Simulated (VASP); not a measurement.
Here is a VASP 6.6.1 calculation.

Contents of INCAR:

```
SYSTEM = Ag
PREC = Accurate
ENCUT = 520
EDIFF = 1E-7
ISMEAR = 0
SIGMA = 0.020999999999999998
LREAL = .False.
LASPH = .True.
NELM = 60
ALGO = Normal
ISIF = 2
LWAVE = .False.
LCHARG = .True.
GGA = PE
LELF = .True.
LVHAR = .True.
NBANDS = 12
```

KPOINTS

```
Automatic mesh
0
Gamma
  11 11 11
  0 0 0
```

POSCAR

```
Ag
1.0
   -1.6556540000      1.6556540000      1.6556540000
    1.6556540000     -1.6556540000      1.6556540000
    1.6556540000      1.6556540000     -1.6556540000
Ag
1
Direct
    0.0000000000      0.0000000000      0.0000000000
```

Potentials or basis: VASP PAW PBE potentials, release 64 (Ag).

Launch:

```console
$ cat potpaw_PBE.64/Ag/POTCAR > POTCAR
$ mpirun -np 1 vasp_std > vasp.out
```

(1) What does it give for the pressure?

Results:

(1) -0.9 GPa.
